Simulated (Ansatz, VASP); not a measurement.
## One calculation of SiNi, two programs

```
Si Ni
1.0
     3.02662    0.00000    0.00000
     0.00000    3.27350    0.00000
     0.00000    0.00000    4.69776
Si Ni
2 2
Direct
  0.50000 0.50000 0.84230
  0.00000 0.00000 0.15770
  0.50000 0.50000 0.34422
  0.00000 0.00000 0.65578
```

Alike in both runs: task single point; functional PBE; k mesh 1 × 1 × 1; occupations gaussian, width 0.1 eV; no spin polarisation.

|  | VASP | Ansatz |
| --- | --- | --- |
| version | VASP 6.6.1 | Ansatz 0.2.0 |
| potentials or method | VASP PAW PBE potentials, release 64 (Si, Ni), cutoff 520 eV | scalar-relativistic, plane waves, PAW |
| valence electrons in the cell | 28 | 44 |

```csv
,VASP,Ansatz,Ansatz less VASP
gap on the k mesh at the Fermi level (eV),1.25,1.25,-0.001
least direct gap on the mesh (eV),1.25,1.25,-0.001
pressure (GPa),-5.6,-5.3,+0.27
"traceless stress, the component that is largest in VASP (GPa)",-84.08,-83.67,+0.406
rms of the force components (eV/Å),0.363,0.377,+0.0145
```

Atom by atom the forces differ by 0.015 eV/Å (rms over components). VASP's potentials hold 28 valence electrons a cell and Ansatz's 44, so a difference there can come from the potentials and not from the codes.

The k mesh is coarse, so the values compare programs but aren't converged.
